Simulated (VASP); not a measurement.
A run of VASP 6.6.1 is set up as follows.

File INCAR:

```
ALGO     = Normal         # electronic algorithm
EDIFF    = 1E-6           # SCF threshold, eV
ENCUT    = 520            # plane-wave cutoff, eV
GGA      = PE             # functional
ISIF     = 2              # what is computed and relaxed
ISMEAR   = 0              # smearing method
ISPIN    = 2              # spin polarisation
LASPH    = T              # aspherical terms in the spheres
LCHARG   = T              # write CHGCAR
LELF     = T              # ELF
LMAXMIX  = 4              # l up to which the mixer works
LORBIT   = 11             # projections on sites
LREAL    = F              # projectors in reciprocal space
LVHAR    = T            
LWAVE    = F              # write WAVECAR
MAGMOM   = 0 0 0 0 1 1    # initial moments
NBANDS   = 43             # bands
NELM     = 150            # most SCF steps
PREC     = Accurate       # precision mode
SIGMA    = 0.1            # smearing width, eV
```

KPOINTS

```
k-points
0
Gamma
  3 3 3
```

File POSCAR:

```
ScIn3N2
1.0
    3.6057156905      2.0817609245      4.2958845228
   -3.6057156905      2.0817609245      4.2958845228
    0.0000000000     -4.1635218490      4.2958845228
Sc In N
1 3 2
Direct
    0.0000000000      0.0000000000      0.0000000000
    0.0000000000      0.0000000000      0.5000000000
    0.5000000000      0.0000000000      0.0000000000
    0.0000000000      0.5000000000      0.0000000000
    0.4570012465      0.4570012465      0.4570012465
    0.5429987535      0.5429987535      0.5429987535
```

Potentials or basis: VASP PAW PBE potentials, release 64 (Sc_sv, In_d, N).

The run is started by

```console
$ cat potpaw_PBE.64/Sc_sv/POTCAR potpaw_PBE.64/In_d/POTCAR potpaw_PBE.64/N/POTCAR > POTCAR
$ mpirun -np 1 vasp_std > vasp.out
```

(1) Predict the band gap on the k mesh.

(2) Predict the pressure.

(3) What does it give for the largest force?

(4) Predict the net moment.

## Answers

(1) zero (filled and empty bands overlap).

(2) 0.4 GPa.

(3) 1.590 eV/Å.

(4) 0.00 μB per cell.

Caveat: the k points lie up to 0.37 Å⁻¹ apart; the standard files for N, O and F lose accuracy on very short bonds; spin-orbit coupling is left out, which moves the levels of the heavy elements; forces of over 1 eV/Å act on the atoms, so gaps and moduli don't describe the material at rest.
